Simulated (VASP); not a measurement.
The system is MgCd2O3.

```
Mg Cd O
1.0
     3.33590    0.00000    0.00000
    -1.66795    2.88898    0.00000
     0.00000    0.00000    8.18067
Mg Cd O
1 2 3
Direct
  0.00000 0.00000 0.00000
  0.66667 0.33333 0.33330
  0.33333 0.66667 0.66670
  0.66667 0.33333 0.84500
  0.33333 0.66667 0.15500
  0.00000 0.00000 0.50000
```

```yaml
Program: VASP 6.6.1
Task: relaxation of cell and atoms
Functional: PBE
Potentials_or_basis: VASP PAW PBE potentials, release 64 (Mg, Cd, O)
Cutoff: 600 eV
k_mesh: 4 × 4 × 2
Occupations: gaussian, width 0.15 eV
Spin: no spin polarisation
```

At the start: pressure -6.3 GPa; volume 13.14 Å³/atom.

**Question.** How do energy, volume and symmetry change on relaxing?

**Answer.** Over 7 steps the energy falls by 43.3 meV/atom and the volume is 12.33 Å³/atom (-6.2 %); space group P-3m1 (No. 164, to 0.05 Å).

Step by step:
```csv
step,energy change (eV),largest force (eV/Å),pressure (GPa),volume (Å³)
1,0.0000,0.7158,-6.32,78.84
2,-0.1635,0.7447,2.45,73.07
3,-0.1636,0.7444,2.32,73.14
4,-0.2387,0.3488,1.35,73.24
5,-0.2585,0.0322,0.70,73.33
6,-0.2585,0.0416,0.67,73.33
7,-0.2599,0.0085,-0.46,73.96
```

Final structure:
```xyz
6
Lattice="3.2488 0.0000 0.0000 -1.6244 2.8136 0.0000 0.0000 0.0000 8.0912" Properties=species:S:1:pos:R:3 pbc="T T T"
Mg    1.6244    2.8136    0.0000
Cd    1.6244    0.9379    2.6120
Cd    0.0000    1.8757    5.4792
O     1.6244    0.9379    6.9565
O     0.0000    1.8757    1.1347
O     1.6244    2.8136    4.0456
```

Caveat: the k points lie up to 0.56 Å⁻¹ apart in the final cell; the relaxation stopped at a loose force limit of 0.08 eV/Å, so its end isn't a converged minimum.
